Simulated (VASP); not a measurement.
# MgS in VASP: settings compared

The runs below take MgS through relaxation of cell and atoms, single point, with PBEsol, r2SCAN+rVV10.

Everything below comes from runs of VASP 6.6.1. Logs are shortened: lines on timing, memory, paths and dates and some standing lists are left out, and cuts for length are marked.

**1. The cell of the first run**

It takes space group P6_3mc (No. 186, hexagonal). Conventional cell: a = 3.831 Å, b = 3.831 Å, c = 12.510 Å, α = 90.00°, β = 90.00°, γ = 120.00°. Mg (site symmetry 3m) has 4 S at 2.35 Å within 3.1 Å. Within 3.1 Å of Mg (site symmetry 3m) lie 4 S at 2.35 Å. Within 3.1 Å of S (site symmetry 3m) lie 4 Mg at 2.35 Å. Within 3.1 Å of S (site symmetry 3m) lie 4 Mg at 2.35 Å.

**2. Relaxation of cell and atoms, PBEsol**

File INCAR:

```
PREC = Accurate ; ENCUT = 600
EDIFF = 1E-7 ; ISMEAR = -1
SIGMA = 0.03 ; LREAL = False
LASPH = True ; NELM = 120
ALGO = Normal ; ISIF = 3
LWAVE = False ; LCHARG = False
GGA = PS ; IBRION = 2
NSW = 100 ; EDIFFG = -0.01
GGA_COMPAT = False ; NELMIN = 4
```

File KPOINTS:

```
regular mesh
0
Gamma
  6 6 2
```

File POSCAR:

```
MgS
1.0
    3.8305120598      0.0000000000      0.0000000000
   -1.9152560299      3.3173207533      0.0000000000
    0.0000000000      0.0000000000     12.5104523872
Mg S
4 4
Direct
    0.0000000000      0.0000000000      0.0000000000
    0.3333333333      0.6666666667      0.2500000000
    0.0000000000      0.0000000000      0.5000000000
    0.6666666667      0.3333333333      0.7500000000
    0.0000000000      0.0000000000      0.1875000000
    0.3333333333      0.6666666667      0.4375000000
    0.0000000000      0.0000000000      0.6875000000
    0.6666666667      0.3333333333      0.9375000000
```

Potentials or basis: VASP PAW PBE potentials, release 64 (Mg, S).

Command:

```console
cat potpaw_PBE.64/Mg/POTCAR potpaw_PBE.64/S/POTCAR > POTCAR
mpirun -np 1 vasp_std > vasp.out
```

OUTCAR:

```text
PREC = Accurate
   ENCUT = 600
   EDIFF = 1E-7
   ISMEAR = -1
   LREAL = False
   LASPH = True
   NELM = 120
   ISIF = 3
   GGA = PS
   IBRION = 2
   NSW = 100
   EDIFFG = -0.01
   NELMIN = 4

 ion  position               nearest neighbor table
   1  0.000  0.000  0.000-   8 2.35   8 2.35   8 2.35   5 2.35
   2  0.333  0.667  0.250-   5 2.35   5 2.35   5 2.35   6 2.35
   3  0.000  0.000  0.500-   6 2.35   6 2.35   6 2.35   7 2.35
   4  0.667  0.333  0.750-   7 2.35   7 2.35   7 2.35   8 2.35
   5  0.000  0.000  0.188-   2 2.35   2 2.35   2 2.35   1 2.35
   6  0.333  0.667  0.438-   3 2.35   3 2.35   3 2.35   2 2.35
   7  0.000  0.000  0.688-   4 2.35   4 2.35   4 2.35   3 2.35
   8  0.667  0.333  0.938-   1 2.35   1 2.35   1 2.35   4 2.35

  LATTYP: Found a hexagonal cell.
 ALAT       =     3.8305120598
 C/A-ratio  =     3.2660000000

  Lattice vectors:

 A1 = (   3.8305120598,   0.0000000000,   0.0000000000)
 A2 = (  -1.9152560299,   3.3173207533,   0.0000000000)
 A3 = (   0.0000000000,   0.0000000000,  12.5104523872)

Analysis of symmetry for initial positions (statically):
=====================================================================
 Subroutine PRICEL returns:
 Original cell was already a primitive cell.

 Routine SETGRP: Setting up the symmetry group for a
 hexagonal supercell.

 Subroutine GETGRP returns: Found 12 space group operations
 (whereof  6 operations were pure point group operations)
 out of a pool of 24 trial point group operations.

The static configuration has the point symmetry C_3v.
 The point group associated with its full space group is C_6v.

Analysis of symmetry for dynamics (positions and initial velocities):
=====================================================================
 Subroutine PRICEL returns:
 Original cell was already a primitive cell.

 Routine SETGRP: Setting up the symmetry group for a
 hexagonal supercell.

 Subroutine GETGRP returns: Found 12 space group operations
 (whereof  6 operations were pure point group operations)
 out of a pool of 24 trial point group operations.

The dynamic configuration has the point symmetry C_3v.
 The point group associated with its full space group is C_6v.

 Subroutine INISYM returns: Found 12 space group operations
 (whereof  6 operations are pure point group operations),
 and found     1 'primitive' translations

----------------------------------------------------------------------------------------

                                     Primitive cell

  volume of cell :     158.9708

  direct lattice vectors                    reciprocal lattice vectors
[... 93 lines left out ...]
   NFREE  =      1    steps in history (QN), initial steepest desc. (CG)
   ISIF   =      3    stress and relaxation
   ISYM   =      2    0-nonsym 1-usesym 2-fastsym
   POTIM  = 0.5000    time-step for ionic-motion
   TEBEG  =    0.0;   TEEND  =   0.0 temperature during run
   PSTRESS=    0.0 pullay stress
   NELECT =      32.0000    total number of electrons
   NUPDOWN=      -1.0000    fix difference up-down
   EMIN   =  10.00;   EMAX   =-10.00  energy-range for DOS
   EFERMI =   0.00;   METHOD = LEGACY
   ISMEAR =    -1;   SIGMA  =   0.03  broadening in eV -4-tet -1-fermi 0-gaus
   EFERMI_NEDOS =   21; number of points for ismear=-14 and -15
   IALGO  =     38    algorithm
   IMIX   =      4    mixing-type and parameters
     AMIX     =   0.40;   BMIX     =  1.00
     AMIX_MAG =   1.60;   BMIX_MAG =  1.00
  volume/ion in A,a.u.               =      19.87       134.10
  Fermi-wavevector in a.u.,A,eV,Ry     =   0.959443  1.813084 12.524576  0.920530
  Thomas-Fermi vector in A             =   2.088639
   LORBIT       =      0    0 simple, 1 ext, 2 COOP (PROOUT), +10 PAW based schemes
   GGA     = PS    functional components
   LHFCALC =     F    Hartree Fock is set to
   AEXX    =    0.0000 exact exchange contribution
   IVDW    =     0    specifies the selected vdW correction
   LEPSILON=     F    determine dielectric tensor
   LRPA    =     F    only Hartree local field effects (RPA)
 conjugate gradient relaxation of ions
 non-spin polarized calculation
  energy-cutoff  :      600.00
  volume of cell :      158.97
 maximum number of plane-waves:      5366
 NGX is ok and might be reduce to    32
   NGX = 15   NGY = 15   NGZ = 49

--------------------------------------- Ionic step        1  -------------------------------------------

 number of electron      32.0000001 magnetization

 Free energy of the ion-electron system (eV)
  ---------------------------------------------------
  ext. energy  EPLUGINS =         0.00000000
  ---------------------------------------------------
  free energy    TOTEN  =       -35.13293485 eV

  energy without entropy =      -35.13293485  energy(sigma->0) =      -35.13293485

------------------------ aborting loop because EDIFF is reached ----------------------------------------

  FORCE on cell =-STRESS in cart. coord.  units (eV):
  Direction    XX          YY          ZZ          XY          YZ          ZX
  --------------------------------------------------------------------------------------
  -------------------------------------------------------------------------------------
  Total        9.5522661      9.5522661      9.2239858      0.0000000      0.0000000      0.0000000
  in kB       96.2719302     96.2719302     92.9633777      0.0000000      0.0000000      0.0000000
  external PRESSURE =      95.1690794 kB  Pullay stress =       0.0000000 kB
[... 107 lines left out ...]
  FREE ENERGIE OF THE ION-ELECTRON SYSTEM (eV)
  ---------------------------------------------------
  free  energy   TOTEN  =       -35.7023675414 eV

  energy  without entropy=      -35.7023675414  energy(sigma->0) =      -35.70236754

[... ionic steps 4 to 8 ...]

--------------------------------------- Ionic step        9  -------------------------------------------

 number of electron      32.0000001 magnetization

------------------------ aborting loop because EDIFF is reached ----------------------------------------
[... 79 lines left out ...]
--------------------------------------- Ionic step       11  -------------------------------------------

 number of electron      32.0000001 magnetization

 Free energy of the ion-electron system (eV)
  ---------------------------------------------------
  ext. energy  EPLUGINS =         0.00000000
  ---------------------------------------------------
  free energy    TOTEN  =       -35.70431261 eV

  energy without entropy =      -35.70431261  energy(sigma->0) =      -35.70431261

 E-fermi :   1.7156     XC(G=0):  -8.5993

 val. band max:        1.0966623862   @ k =   0.0000   0.0000   0.0000
 cond. band min:       4.4217675623   @ k =   0.0000   0.0000   0.0000
 fundamental gap:      3.3251051761
 Fermi energy:         1.7155872455

 k-point     1 :       0.0000    0.0000    0.0000
  band No.  band energies     occupation
      1     -10.2524      2.00000
      2      -9.9266      2.00000
      3      -9.9129      2.00000
      4      -9.5270      2.00000
      5      -2.1494      2.00000
      6      -0.8442      2.00000
[... 360 lines left out ...]
  FREE ENERGIE OF THE ION-ELECTRON SYSTEM (eV)
  ---------------------------------------------------
  free  energy   TOTEN  =       -35.7043126075 eV

  energy  without entropy=      -35.7043126074  energy(sigma->0) =      -35.70431261

 reached required accuracy - stopping structural energy minimisation
```

OSZICAR:

```text
N       E                     dE             d eps       ncg     rms          rms(c)
DAV:   1     0.166641996486E+03    0.16664E+03   -0.13715E+04   588   0.140E+03
DAV:   2    -0.216988566784E+02   -0.18834E+03   -0.18017E+03   865   0.208E+02
DAV:   3    -0.367974353174E+02   -0.15099E+02   -0.15053E+02   723   0.668E+01
[... 99 lines left out ...]
DAV:   1    -0.357043365401E+02   -0.40588E-04   -0.21294E-03   593   0.237E-01    0.361E-02
DAV:   2    -0.357043184938E+02    0.18046E-04   -0.13214E-04   713   0.654E-02    0.159E-02
DAV:   3    -0.357043137923E+02    0.47016E-05   -0.67669E-06   698   0.141E-02    0.929E-03
DAV:   4    -0.357043125811E+02    0.12112E-05   -0.16301E-06   726   0.677E-03    0.491E-03
DAV:   5    -0.357043126075E+02   -0.26410E-07   -0.67329E-07   713   0.441E-03
  11 F= -.35704313E+02 E0= -.35704313E+02  d E =-.101111E-03
```

CONTCAR:

```text
MgS
   1.00000000000000
     4.0076404581339204    0.0000000000000000    0.0000000000000000
    -2.0038202290669602    3.4707184459902924   -0.0000000000000000
    -0.0000000000000000    0.0000000000000000   12.9568824588831149
  Mg              S
     4     4
Direct
     0.0000000000000000    0.0000000000000000    0.9987104287884430
     0.3333333332999970    0.6666666667000030    0.2497896502342183
     0.0000000000000000    0.0000000000000000    0.4987104287884430
     0.6666666667000030    0.3333333332999970    0.7497896502342183
     0.0000000000000000    0.0000000000000000    0.1880556626054592
     0.3333333332999970    0.6666666667000030    0.4384442583718796
     0.0000000000000000    0.0000000000000000    0.6880556626054593
     0.6666666667000030    0.3333333332999970    0.9384442583718796

  0.00000000E+00  0.00000000E+00  0.00000000E+00
  0.00000000E+00  0.00000000E+00  0.00000000E+00
  0.00000000E+00  0.00000000E+00  0.00000000E+00
  0.00000000E+00  0.00000000E+00  0.00000000E+00
  0.00000000E+00  0.00000000E+00  0.00000000E+00
  0.00000000E+00  0.00000000E+00  0.00000000E+00
  0.00000000E+00  0.00000000E+00  0.00000000E+00
  0.00000000E+00  0.00000000E+00  0.00000000E+00
```

It took 12 min on 1 thread of Intel Xeon 8259CL, shared host; peak memory 0.34 GiB.

Results:

```
Free energy                           : -35.7043 eV
Relaxed volume                        : 22.53 Å³/atom
Relaxed cell                          : a = 4.008 Å, b = 4.008 Å, c = 12.957 Å, α = 90.00°, β = 90.00°, γ = 120.00°
Space group after relaxing (to 0.1 Å) : P6_3mc (No. 186)
Energy gained by relaxing             : 71.4 meV/atom
Ionic steps                           : 11
Pressure after relaxing               : 0.0 GPa
Largest force after relaxing          : 0.008 eV/Å
Band gap on the k mesh                : 3.33 eV
```

Forces in eV/Å, atoms in the order of the input:
```
Mg   0.000  0.000  0.008
Mg   0.000  0.000 -0.007
Mg   0.000  0.000  0.008
Mg   0.000  0.000 -0.007
S    0.000  0.000  0.003
S    0.000  0.000 -0.003
S    0.000  0.000  0.003
S    0.000  0.000 -0.003
```

Step by step:
```tsv
step	energy change (eV)	largest force (eV/Å)	pressure (GPa)	volume (Å³)
1	0.0000	0.0872	9.52	158.97
2	-0.5175	0.0466	-2.18	187.70
3	-0.5694	0.0551	0.04	180.16
4	-0.5694	0.0545	-0.10	180.60
5	-0.5701	0.0426	0.02	180.23
6	-0.5704	0.0300	0.14	179.84
7	-0.5709	0.0202	0.07	180.06
8	-0.5713	0.0197	-0.06	180.43
9	-0.5713	0.0196	-0.05	180.40
10	-0.5714	0.0113	-0.01	180.29
11	-0.5714	0.0076	0.01	180.22
```

Final structure:
```cif
data_structure
_symmetry_space_group_name_H-M 'P 1'
_symmetry_Int_Tables_number 1
_cell_length_a 4.0076
_cell_length_b 4.0076
_cell_length_c 12.9569
_cell_angle_alpha 90.000
_cell_angle_beta 90.000
_cell_angle_gamma 120.000
_cell_volume 180.22
loop_
_atom_site_label
_atom_site_type_symbol
_atom_site_fract_x
_atom_site_fract_y
_atom_site_fract_z
_atom_site_occupancy
Mg1 Mg 0.00000 0.00000 0.99871 1
Mg2 Mg 0.33333 0.66667 0.24979 1
Mg3 Mg 0.00000 0.00000 0.49871 1
Mg4 Mg 0.66667 0.33333 0.74979 1
S1 S 0.00000 0.00000 0.18806 1
S2 S 0.33333 0.66667 0.43844 1
S3 S 0.00000 0.00000 0.68806 1
S4 S 0.66667 0.33333 0.93844 1
```

Caveat: the PAW data sets were made with another functional, which shifts forces and pressure a little.

(Continued in part 2 of 2.)
